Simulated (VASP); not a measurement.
Input of a VASP 6.6.1 run:

The input POSCAR:

```
NaF
1.0
    0.0000000000      2.2536010000      2.3929990000
    2.2536010000      0.0000000000      2.3929990000
    2.2536010000      2.2536010000      0.0000000000
Na F
1 1
Direct
    0.0000000000      0.0000000000      0.0000000000
    0.5000000000      0.5000000000      0.5000000000
```

File INCAR.step1:

```
PREC     = Accurate       # precision mode
ENCUT    = 520            # plane-wave cutoff, eV
ISMEAR   = 0              # smearing method
SIGMA    = 0.05           # smearing width, eV
LREAL    = False          # projectors in reciprocal space
LASPH    = True           # aspherical terms in the spheres
NELM     = 100            # most SCF steps
NBANDS   = 14             # bands
GGA      = PE             # functional
ALGO     = Normal         # electronic algorithm
EDIFF    = 1E-4           # SCF threshold, eV
LWAVE    = True           # write WAVECAR
LCHARG   = False          # write CHGCAR
```

File INCAR.step2:

```
PREC     = Accurate       # precision mode
ENCUT    = 520            # plane-wave cutoff, eV
EDIFF    = 1E-7           # SCF threshold, eV
ISMEAR   = 0              # smearing method
SIGMA    = 0.05           # smearing width, eV
LREAL    = False          # projectors in reciprocal space
LASPH    = True           # aspherical terms in the spheres
NELM     = 100            # most SCF steps
ALGO     = Normal         # electronic algorithm
ISIF     = 2              # what is computed and relaxed
LWAVE    = False          # write WAVECAR
LCHARG   = True           # write CHGCAR
METAGGA  = R2SCAN         # meta-GGA
LMIXTAU  = True         
LELF     = True           # ELF
LVHAR    = True         
NBANDS   = 14             # bands
ISTART   = 1
```

File KPOINTS:

```
regular mesh
0
Gamma
  8 8 8
```

Potentials or basis: VASP PAW PBE potentials, release 64 (Na_pv, F).

The run is started by

```bash
$ cat potpaw_PBE.64/Na_pv/POTCAR potpaw_PBE.64/F/POTCAR > POTCAR
$ cp INCAR.step1 INCAR
$ mpirun -np 1 vasp_std > vasp.out
$ cp INCAR.step2 INCAR
$ mpirun -np 1 vasp_std > vasp.out
```

Task: What does it give for the pressure?

Result: -0.3 GPa.

Task: Predict the band gap on the k mesh.

Result: 7.29 eV, direct.

Stress tensor (GPa, compression positive):
```
 1.45  0.00  0.00
 0.00  1.45  0.00
 0.00  0.00 -3.72
```

Caveat: the cell differs from its parent crystal (strain -0.030 along x and y, +0.030 along z); the PAW data sets were made with another functional, which shifts forces and pressure a little.
